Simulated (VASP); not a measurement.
# MgB2 in VASP: further runs

MgB2 is run at these levels: PBE; tasks: relaxation of shape and atoms at fixed volume, single point.

Program: VASP 6.6.1. These are calculated values, not measurements. Logs are shortened: lines on timing, memory, paths and dates and some standing lists are left out, and cuts for length are marked.

**1. The cell of the first run**

Symmetry: P6/mmm, No. 191, hexagonal system. Conventional cell: a = 3.103 Å, b = 3.103 Å, c = 3.567 Å, α = 90.00°, β = 90.00°, γ = 120.00°. Mg (site symmetry 6/mmm) has 12 B at 2.53 Å and 6 Mg at 3.10 Å within 3.3 Å. B (site symmetry -6m2) has 3 B at 1.79 Å within 2.4 Å.

**2. Relaxation of shape and atoms at fixed volume, PBE (volume scaled by 1.03)**

INCAR

```
PREC = Accurate
ENCUT = 600
EDIFF = 1E-6
ISMEAR = 0
SIGMA = 0.1
LREAL = F
LASPH = T
NELM = 100
ALGO = Normal
ISIF = 4
LWAVE = F
LCHARG = F
GGA = PE
IBRION = 2
NSW = 50
EDIFFG = -0.01
```

KPOINTS

```
regular mesh
0
Gamma
  15 15 12
```

POSCAR

```
MgB2
1.0
    3.1033251749      0.0000000000      0.0000000000
   -1.5516625875      2.6875584377      0.0000000000
    0.0000000000      0.0000000000      3.5669745407
Mg B
1 2
Direct
    0.0000000000      0.0000000000      0.0000000000
    0.3333333333      0.6666666667      0.5000000000
    0.6666666667      0.3333333333      0.5000000000
```

Potentials or basis: VASP PAW PBE potentials, release 64 (Mg, B).

Started as:

```bash
> cat potpaw_PBE.64/Mg/POTCAR potpaw_PBE.64/B/POTCAR > POTCAR
> mpirun -np 1 vasp_std > vasp.out
```

OUTCAR:

```text
PREC = Accurate
   ENCUT = 600
   EDIFF = 1E-6
   ISMEAR = 0
   LREAL = F
   LASPH = T
   NELM = 100
   ISIF = 4
   GGA = PE
   IBRION = 2
   NSW = 50
   EDIFFG = -0.01

 ion  position               nearest neighbor table
   1  0.000  0.000  0.000-   2 2.53   3 2.53   2 2.53   3 2.53   3 2.53   3 2.53   2 2.53   2 2.53
                             3 2.53   3 2.53   2 2.53   2 2.53
   2  0.333  0.667  0.500-   3 1.79   3 1.79   3 1.79   1 2.53   1 2.53   1 2.53   1 2.53   1 2.53
                             1 2.53
   3  0.667  0.333  0.500-   2 1.79   2 1.79   2 1.79   1 2.53   1 2.53   1 2.53   1 2.53   1 2.53
                             1 2.53

  LATTYP: Found a hexagonal cell.
 ALAT       =     3.1033251749
 C/A-ratio  =     1.1494040552

  Lattice vectors:

 A1 = (   3.1033251749,   0.0000000000,   0.0000000000)
 A2 = (  -1.5516625875,   2.6875584377,   0.0000000000)
 A3 = (   0.0000000000,   0.0000000000,   3.5669745407)

Analysis of symmetry for initial positions (statically):
=====================================================================
 Subroutine PRICEL returns:
 Original cell was already a primitive cell.

 Routine SETGRP: Setting up the symmetry group for a
 hexagonal supercell.

 Subroutine GETGRP returns: Found 24 space group operations
 (whereof 24 operations were pure point group operations)
 out of a pool of 24 trial point group operations.

The static configuration has the point symmetry D_6h.

Analysis of symmetry for dynamics (positions and initial velocities):
=====================================================================
 Subroutine PRICEL returns:
 Original cell was already a primitive cell.

 Routine SETGRP: Setting up the symmetry group for a
 hexagonal supercell.

 Subroutine GETGRP returns: Found 24 space group operations
 (whereof 24 operations were pure point group operations)
 out of a pool of 24 trial point group operations.

The dynamic configuration has the point symmetry D_6h.

 Subroutine INISYM returns: Found 24 space group operations
 (whereof 24 operations are pure point group operations),
 and found     1 'primitive' translations

----------------------------------------------------------------------------------------

                                     Primitive cell

  volume of cell :      29.7499

  direct lattice vectors                    reciprocal lattice vectors
     3.103325175  0.000000000  0.000000000     0.322235004  0.186042466  0.000000000
    -1.551662588  2.687558438  0.000000000     0.000000000  0.372084933  0.000000000
     0.000000000  0.000000000  3.566974541     0.000000000  0.000000000  0.280349632

  length of vectors
     3.103325175  3.103325175  3.566974541     0.372084933  0.372084933  0.280349632

  position of ions in fractional coordinates (direct lattice)
     0.000000000  0.000000000  0.000000000
     0.333333333  0.666666667  0.500000000
     0.666666667  0.333333333  0.500000000

  ion indices of the primitive-cell ions
   primitive index   ion index
                 1           1
                 2           2
                 3           3

----------------------------------------------------------------------------------------

 KPOINTS: regular mesh

Automatic generation of k-mesh.
 Grid dimensions read from file:
 generate k-points for:   15   15   12

 Generating k-lattice:

  Cartesian coordinates                     Fractional coordinates (reciprocal lattice)
     0.021482334  0.012402831  0.000000000     0.066666667  0.000000000  0.000000000
     0.000000000  0.024805662  0.000000000     0.000000000  0.066666667  0.000000000
     0.000000000  0.000000000  0.023362469     0.000000000  0.000000000  0.083333333

  Length of vectors
     0.024805662  0.024805662  0.023362469

  Shift w.r.t. Gamma in fractional coordinates (k-lattice)
     0.000000000  0.000000000  0.000000000

 Subroutine IBZKPT returns following result:
 ===========================================

 Found    189 irreducible k-points:

 Following reciprocal coordinates:
            Coordinates               Weight
  0.000000  0.000000  0.000000      1.000000
  0.066667 -0.000000  0.000000      6.000000
  0.133333 -0.000000  0.000000      6.000000
  0.200000  0.000000  0.000000      6.000000
  0.266667 -0.000000  0.000000      6.000000
  0.333333  0.000000  0.000000      6.000000
[... 16 lines left out ...]
  0.333333  0.200000  0.000000     12.000000
  0.400000  0.200000  0.000000      6.000000
 [... further k-points ...]
   k-points           NKPTS =    189   k-points in BZ     NKDIM =    189   number of bands    NBANDS=      8
   number of dos      NEDOS =    301   number of ions     NIONS =      3
   total plane-waves  NPLWV =  21952
   dimension x,y,z NGX =    28 NGY =   28 NGZ =   28
   dimension x,y,z NGXF=    56 NGYF=   56 NGZF=   56
   ions per type =               1   2
   NGX,Y,Z   is equivalent  to a cutoff of  15.00, 15.00, 13.05 a.u.
   NGXF,Y,Z  is equivalent  to a cutoff of  30.00, 30.00, 26.10 a.u.
 SYSTEM =  unknown system
   PREC   = accura    normal or accurate (medium, high low for compatibility)
   ISTART =      0    job   : 0-new  1-cont  2-samecut
   ICHARG =      2    charge: 1-file 2-atom 10-const
   ISPIN  =      1    spin polarized calculation?
   LNONCOLLINEAR =      F non collinear calculations
   LSORBIT =      F    spin-orbit coupling
   LASPH  =      T    aspherical Exc in radial PAW
   ENCUT  =  600.0 eV  44.10 Ry    6.64 a.u.   6.20  6.20  7.12*2*pi/ulx,y,z
   NELM   =    100;   NELMIN=  2; NELMDL= -5     # of ELM steps
   EDIFF  = 0.1E-05   stopping-criterion for ELM
   LREAL  =      F    real-space projection
   EDIFFG = -.1E-01   stopping-criterion for IOM
   NSW    =     50    number of steps for IOM
   IBRION =      2    ionic relax: 0-MD 1-quasi-New 2-CG
   NFREE  =      1    steps in history (QN), initial steepest desc. (CG)
   ISIF   =      4    stress and relaxation
   ISYM   =      2    0-nonsym 1-usesym 2-fastsym
   POTIM  = 0.5000    time-step for ionic-motion
   TEBEG  =    0.0;   TEEND  =   0.0 temperature during run
   PSTRESS=    0.0 pullay stress
   NELECT =       8.0000    total number of electrons
   NUPDOWN=      -1.0000    fix difference up-down
   EMIN   =  10.00;   EMAX   =-10.00  energy-range for DOS
   EFERMI =   0.00;   METHOD = LEGACY
   ISMEAR =     0;   SIGMA  =   0.10  broadening in eV -4-tet -1-fermi 0-gaus
   EFERMI_NEDOS =   21; number of points for ismear=-14 and -15
   IALGO  =     38    algorithm
   IMIX   =      4    mixing-type and parameters
     AMIX     =   0.40;   BMIX     =  1.00
     AMIX_MAG =   1.60;   BMIX_MAG =  1.00
  volume/ion in A,a.u.               =       9.92        66.92
  Fermi-wavevector in a.u.,A,eV,Ry     =   1.056679  1.996834 15.191865  1.116571
  Thomas-Fermi vector in A             =   2.191924
   LORBIT       =      0    0 simple, 1 ext, 2 COOP (PROOUT), +10 PAW based schemes
   GGA     = PE    functional components
   LHFCALC =     F    Hartree Fock is set to
   AEXX    =    0.0000 exact exchange contribution
   IVDW    =     0    specifies the selected vdW correction
   LEPSILON=     F    determine dielectric tensor
   LRPA    =     F    only Hartree local field effects (RPA)
 conjugate gradient relaxation of ions
 non-spin polarized calculation
 Gauss-broadening in eV      SIGMA  =   0.10
  energy-cutoff  :      600.00
  volume of cell :       29.75
 maximum number of plane-waves:      1014
 NGX is ok and might be reduce to    28
   NGX = 13   NGY = 13   NGZ = 15

--------------------------------------- Ionic step        1  -------------------------------------------

 number of electron       8.0000000 magnetization

 Free energy of the ion-electron system (eV)
  ---------------------------------------------------
  ext. energy  EPLUGINS =         0.00000000
  ---------------------------------------------------
  free energy    TOTEN  =       -15.31423211 eV

  energy without entropy =      -15.31027525  energy(sigma->0) =      -15.31225368

------------------------ aborting loop because EDIFF is reached ----------------------------------------

  FORCE on cell =-STRESS in cart. coord.  units (eV):
  Direction    XX          YY          ZZ          XY          YZ          ZX
  --------------------------------------------------------------------------------------
  -------------------------------------------------------------------------------------
  Total       -0.9367622     -0.9367622     -0.6532705      0.0000000      0.0000000     -0.0000000
  in kB      -50.4492532    -50.4492532    -35.1818287      0.0000000      0.0000000     -0.0000000
  external PRESSURE =     -45.3601117 kB  Pullay stress =       0.0000000 kB

 VOLUME and BASIS-vectors are now :
 -----------------------------------------------------------------------------
  energy-cutoff  :      600.00
  volume of cell :       29.75
      direct lattice vectors                 reciprocal lattice vectors
     3.103325175  0.000000000  0.000000000     0.322235004  0.186042466  0.000000000
    -1.551662588  2.687558438  0.000000000     0.000000000  0.372084933  0.000000000
     0.000000000  0.000000000  3.566974541     0.000000000  0.000000000  0.280349632
[... 38 lines left out ...]
 POSITION                                       TOTAL-FORCE (eV/Angst)
 -----------------------------------------------------------------------------------
     -0.00000      0.00000      3.57782        -0.000000      0.000000      0.000000
     -0.00000      1.78899      1.78891        -0.000000     -0.000000      0.000000
      1.54931      0.89449      1.78891         0.000000      0.000000     -0.000000
 -----------------------------------------------------------------------------------
    total drift:                                0.000000      0.000000     -0.000000

  FREE ENERGIE OF THE ION-ELECTRON SYSTEM (eV)
  ---------------------------------------------------
  free  energy   TOTEN  =       -15.3147636934 eV

  energy  without entropy=      -15.3111732203  energy(sigma->0) =      -15.31296846

--------------------------------------- Ionic step        3  -------------------------------------------

 number of electron       8.0000000 magnetization

 Free energy of the ion-electron system (eV)
  ---------------------------------------------------
  ext. energy  EPLUGINS =         0.00000000
  ---------------------------------------------------
  free energy    TOTEN  =       -15.31478703 eV

  energy without entropy =      -15.31130598  energy(sigma->0) =      -15.31304650

 E-fermi :   5.0875     XC(G=0): -10.8123

 val. band max:        5.0872440373   @ k =   0.0667   0.0667   0.2500
 cond. band min:       5.0967852111   @ k =   0.0667  -0.0000   0.0000
 fundamental gap:      0.0095411738
 Fermi energy:         5.0875018352

 k-point     1 :       0.0000    0.0000    0.0000
  band No.  band energies     occupation
      1      -7.1819      2.00000
      2       2.0885      2.00000
      3       5.4959      0.00000
      4       5.4959      0.00000
      5       6.4889      0.00000
      6      11.4145      0.00000
      7      11.4145      0.00000
      8      13.1067      0.00000

 k-point     2 :       0.0667   -0.0000    0.0000
  band No.  band energies     occupation
      1      -7.1054      2.00000
      2       2.1638      2.00000
      3       5.0968      0.89555
      4       5.3108      0.00159
      5       6.5602      0.00000
      6      11.3555      0.00000
      7      11.7537      0.00000
      8      13.2788      0.00000
[... 221 lines left out ...]
 k-point    23 :       0.3333    0.2000    0.0000
  band No.  band energies     occupation
      1      -3.5809      2.00000
      2      -1.3938      2.00000
      3       0.8655      2.00000
      4       5.4207      0.00000
      5       8.2064      0.00000
      6       9.9270      0.00000
      7      11.3902      0.00000
      8      12.9770      0.00000

 k-point    24 :       0.4000    0.2000    0.0000
  band No.  band energies     occupation
      1      -2.8851      2.00000
      2      -2.1839      2.00000
      3       0.7716      2.00000
      4       5.8154      0.00000
      5       7.7311      0.00000
      6      10.4778      0.00000
      7      10.9285      0.00000
      8      12.8873      0.00000

 [... further k-points ...]

------------------------ aborting loop because EDIFF is reached ----------------------------------------

  FORCE on cell =-STRESS in cart. coord.  units (eV):
  Direction    XX          YY          ZZ          XY          YZ          ZX
  --------------------------------------------------------------------------------------
  -------------------------------------------------------------------------------------
  Total       -0.7956772     -0.7956772     -0.8046409      0.0000000     -0.0000000     -0.0000000
  in kB      -42.8511298    -42.8511298    -43.3338687      0.0000000     -0.0000000     -0.0000000
  external PRESSURE =     -43.0120428 kB  Pullay stress =       0.0000000 kB

 VOLUME and BASIS-vectors are now :
 -----------------------------------------------------------------------------
  energy-cutoff  :      600.00
  volume of cell :       29.75
      direct lattice vectors                 reciprocal lattice vectors
     3.097212576  0.000000000 -0.000000000     0.322870961  0.186409636  0.000000000
    -1.548606288  2.682264772  0.000000000    -0.000000000  0.372819272 -0.000000000
    -0.000000000  0.000000000  3.581067858     0.000000000 -0.000000000  0.279246314

 POSITION                                       TOTAL-FORCE (eV/Angst)
 -----------------------------------------------------------------------------------
      3.09721      0.00000     -0.00000         0.000000     -0.000000      0.000000
     -0.00000      1.78818      1.79053         0.000000     -0.000000     -0.000000
      1.54861      0.89409      1.79053        -0.000000      0.000000      0.000000
 -----------------------------------------------------------------------------------
    total drift:                                0.000000      0.000000     -0.000000

  FREE ENERGIE OF THE ION-ELECTRON SYSTEM (eV)
  ---------------------------------------------------
  free  energy   TOTEN  =       -15.3147870296 eV

  energy  without entropy=      -15.3113059802  energy(sigma->0) =      -15.31304650

 reached required accuracy - stopping structural energy minimisation
```

Run time: 35 s. Hardware: 1 thread of Intel Xeon 6975P-C (Granite Rapids), shared host; peak memory 0.2 GiB.

Results:

```
Free energy               : -15.3148 eV
Energy gained by relaxing : 0.2 meV/atom
Ionic steps               : 3
Pressure after relaxing   : -4.3 GPa
Band gap on the k mesh    : zero (band 4 reaches 6.82 eV, above the bottom of band 5 at 3.16 eV)
```

The path:
```tsv
step	energy change (eV)	largest force (eV/Å)	pressure (GPa)	volume (Å³)
1	0.0000	0.0000	-4.54	29.75
2	-0.0005	0.0000	-4.35	29.75
3	-0.0006	0.0000	-4.30	29.75
```

Final structure:
```
Mg B
1.0
     3.09721    0.00000    0.00000
    -1.54861    2.68226    0.00000
     0.00000    0.00000    3.58107
Mg B
1 2
Cartesian
  3.0972 0.0000 0.0000
  0.0000 1.7882 1.7905
  1.5486 0.8941 1.7905
```

Levels at points of the mesh, in eV from the Fermi level:
```
           k point  band 1  band 2  band 3  band 4  band 5  band 6  band 7  band 8
(0.00, 0.00, 0.00)  -12.27   -3.00    0.41    0.41    1.40    6.33    6.33    8.02
(0.00, 0.00, 0.50)  -11.07   -7.33    0.75    0.75    6.65    6.65    7.95    9.45
```

Caveat: the cell differs from its parent crystal (volume scaled by 1.03).

**3. Single point, PBE (one atom moved)**

INCAR

```
ALGO = Normal
EDIFF = 1E-6
ENCUT = 520
GGA = PE
ISIF = 2
ISMEAR = 0
LASPH = True
LCHARG = False
LREAL = False
LWAVE = False
NBANDS = 11
NELM = 60
PREC = Accurate
SIGMA = 0.1
```

KPOINTS

```
k-points
0
Gamma
  15 15 10
```

POSCAR

```
MgB2
1.0
    3.0850007055      0.0000000000      0.0000000000
   -1.5425003528      2.6716889817      0.0000000000
    0.0000000000      0.0000000000      3.5230000000
Mg B
1 2
Direct
    0.0000000000      0.0000000000      0.0000000000
    0.3333333333      0.6666666667      0.5000000000
    0.6750883057      0.3501766112      0.5000000000
```

Potentials or basis: VASP PAW PBE potentials, release 64 (Mg, B).

Started as:

```bash
> cat potpaw_PBE.64/Mg/POTCAR potpaw_PBE.64/B/POTCAR > POTCAR
> mpirun -np 1 vasp_std > vasp.out
```

Run time: 2.4 min. Hardware: 1 thread of AMD EPYC 7R13, shared host; peak memory 0.22 GiB.

Results (log left out):

| Quantity | Value |
| --- | --- |
| Free energy | -15.3176 eV |
| Pressure | -1.2 GPa |
| Largest force | 0.281 eV/Å |
| Band gap on the k mesh | zero (band 4 reaches 6.91 eV, above the bottom of band 5 at 3.35 eV) |

Forces on the atoms (eV/Å):
```
Mg   0.000  0.107  0.000
B    0.000  0.174  0.000
B    0.000 -0.281  0.000
```

Stress tensor (GPa, compression positive):
```
-1.10  0.00  0.00
 0.00 -2.54  0.00
 0.00  0.00  0.14
```

Levels at points of the mesh, in eV from the Fermi level:
```tsv
k point	band 2	band 3	band 4	band 5	band 6	band 7
(0.00, 0.00, 0.00)	-2.88	0.13	0.68	1.72	6.00	6.69
(0.00, 0.00, 0.50)	-7.36	0.49	1.08	6.31	7.05	8.00
```

Caveat: the cell differs from its parent crystal (one atom moved).
